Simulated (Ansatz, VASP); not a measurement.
Two plane-wave programs on Pd

```
Pd
1.0
     0.00000    1.97250    1.97250
     1.97250    0.00000    1.97250
     1.97250    1.97250    0.00000
Pd
1
Direct
  0.00000 0.00000 0.00000
```

Alike in both runs: functional PBE; k mesh 14 × 14 × 14; occupations fermi-dirac, width 0.05 eV; no spin polarisation.

Ansatz relaxed the structure, and its values are those at the end. VASP's run is a single point on that final structure, the one shown.

```csv
,VASP,Ansatz
version,VASP 6.6.1,Ansatz 0.2.0
potentials or method,"VASP PAW PBE potentials, release 64 (Pd)","PAW with Ansatz's default frozen-core files, scalar-relativistic"
plane-wave cutoff (eV),520,420
valence electrons in the cell,10,18
```

VASP gave:

- pressure (GPa): -0.3

Q: Estimate Ansatz's values.

A: Pressure (GPa): 0.0.

VASP's potentials hold 10 valence electrons a cell and Ansatz's 18, so a difference there can come from the potentials and not from the codes.
